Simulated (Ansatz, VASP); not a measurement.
# Two plane-wave programs on BaS

The input POSCAR:

```
BaS
1.0
    0.0000000000      3.2119099333      3.2119099333
    3.2119099333      0.0000000000      3.2119099333
    3.2119099333      3.2119099333      0.0000000000
Ba S
1 1
Direct
    0.0000000000      0.0000000000      0.0000000000
    0.5000000000      0.5000000000      0.5000000000
```

INCAR.step1

```
PREC = Accurate
ENCUT = 520
ISMEAR = 0
SIGMA = 0.01
LREAL = False
LASPH = True
NELM = 80
NBANDS = 15
GGA = PE
ALGO = Normal
EDIFF = 1E-4
LWAVE = True
LCHARG = False
```

Contents of INCAR.step2:

```
PREC = Accurate
ENCUT = 520
EDIFF = 1E-6
ISMEAR = 0
SIGMA = 0.01
LREAL = False
LASPH = True
NELM = 80
ALGO = Normal
ISIF = 2
LWAVE = False
LCHARG = False
METAGGA = R2SCAN
LMIXTAU = True
NBANDS = 15
ISTART = 1
```

KPOINTS

```
Automatic mesh
0
Gamma
  8 8 8
```

Input for Ansatz:

```yaml
crystal:
  lattice:
    - [0.0, 3.2119099333, 3.2119099333]
    - [3.2119099333, 0.0, 3.2119099333]
    - [3.2119099333, 3.2119099333, 0.0]
  atoms:
    - { symbol: Ba, position: [0.0, 0.0, 0.0] }
    - { symbol: S, position: [0.5, 0.5, 0.5] }
kpoints:
  mp_grid: { grid: [8, 8, 8] }
  band_path:
    path:
      - [0.0, 0.0, 0.0]
      - [0.5, 0.0, 0.5]
      - [0.625, 0.25, 0.625]
      - [0.375, 0.375, 0.75]
      - [0.5, 0.5, 0.5]
      - [0.5, 0.25, 0.75]
    npoints: 1
hamiltonian:
  xc: r2scan
scf:
  occupations: { method: fixed }
  n_extra_bands: 4
output:
  forces: true
  stress: true
  eigenvalues: true
```

Alike in both runs: task single point; functional r2SCAN; k mesh 8 × 8 × 8; no spin polarisation.

```csv
,VASP,Ansatz
version,VASP 6.6.1,Ansatz 0.2.0
potentials or method,"VASP PAW PBE potentials, release 64 (Ba_sv, S)","plane waves, PAW"
plane-wave cutoff (eV),520,500
occupations,"gaussian, width 0.01 eV",fixed
valence electrons in the cell,16,16
```

Ansatz gave:

| Property | Result |
| --- | --- |
| gap on the k mesh at the Fermi level (eV) | 2.58 |
| pressure (GPa) | 0.0 |

**Question.** What did VASP give for the same quantities?

**Answer.** gap on the k mesh at the Fermi level (eV): 2.49; pressure (GPa): 0.6.

VASP's potentials were made for PBE, not for r2SCAN.

Neither program's run includes spin-orbit coupling.
